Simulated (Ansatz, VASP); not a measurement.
InSe: VASP beside Ansatz

The input INCAR:

```
PREC = Accurate
ENCUT = 520
EDIFF = 1E-6
ISMEAR = 0
SIGMA = 0.05
LREAL = False
LASPH = True
NELM = 80
ALGO = Normal
ISIF = 2
LWAVE = False
LCHARG = False
LDIPOL = True
IDIPOL = 3
DIPOL = 0.5 0.5 0.415
GGA = PE
IVDW = 12
NBANDS = 48
```

File KPOINTS:

```
regular mesh
0
Gamma
  9 9 1
```

Contents of POSCAR:

```
InSe
1.0
    4.0266103962      0.0000000000      0.0000000000
   -2.0133051981      3.4871468942      0.0000000000
    0.0000000000      0.0000000000     28.2707105020
Se In
4 4
Direct
    0.0000000000      0.0000000000      0.1591753415
    0.0000000000      0.0000000000      0.3496677330
    0.1111111111      0.4444444444      0.4808989590
    0.1111111111      0.4444444444      0.6713913504
    0.6666666667      0.3333333333      0.2049979890
    0.6666666667      0.3333333333      0.3038451602
   -0.5555555556      0.1111111111      0.5267216065
   -0.5555555556      0.1111111111      0.6255687776
```

Input for Ansatz:

```yaml
crystal:
  lattice:
    - [4.0266103962, 0.0, 0.0]
    - [-2.0133051981, 3.4871468942, 0.0]
    - [0.0, 0.0, 28.270710502]
  atoms:
    - { symbol: Se, position: [0.0, 0.0, 0.1591753415] }
    - { symbol: In, position: [0.6666666667, 0.3333333333, 0.204997989] }
    - { symbol: In, position: [0.6666666667, 0.3333333333, 0.3038451602] }
    - { symbol: Se, position: [0.0, 0.0, 0.349667733] }
    - { symbol: Se, position: [0.1111111111, 0.4444444444, 0.480898959] }
    - { symbol: In, position: [-0.5555555556, 0.1111111111, 0.5267216065] }
    - { symbol: In, position: [-0.5555555556, 0.1111111111, 0.6255687776] }
    - { symbol: Se, position: [0.1111111111, 0.4444444444, 0.6713913504] }
basis:
  ecutwfc: 420
kpoints:
  mp_grid: { grid: [9, 9, 1] }
hamiltonian:
  xc: pbe
  pseudopotentials: { kind: paw, azcp: { folder: soft_1 } }
  dispersion: d3bj
scf:
  occupations: { method: gaussian, width: 0.05 }
output:
  forces: true
  eigenvalues: true
efield:
  axis: 3
  dipole_correction: true
  ramp_width: 0.04
```

Alike in both runs: task single point; functional PBE; dispersion D3(BJ); k mesh 9 × 9 × 1; occupations gaussian, width 0.05 eV; no spin polarisation.

|  | VASP | Ansatz |
| --- | --- | --- |
| version | VASP 6.6.1 | Ansatz 0.2.0 |
| potentials or method | VASP PAW PBE potentials, release 64 (Se, In_d), cutoff 520 eV | scalar-relativistic, plane waves, PAW |
| valence electrons in the cell | 76 | 116 |

|  | VASP | Ansatz | Ansatz less VASP |
| --- | --- | --- | --- |
| gap on the k mesh at the Fermi level (eV) | 1.26 | 1.27 | +0.010 |
| least direct gap on the mesh (eV) | 1.30 | 1.31 | +0.009 |
| rms of the force components (eV/Å) | 0.023 | 0.020 | -0.0031 |

VASP's potentials hold 76 valence electrons a cell and Ansatz's 116, so a difference there can come from the potentials and not from the codes.
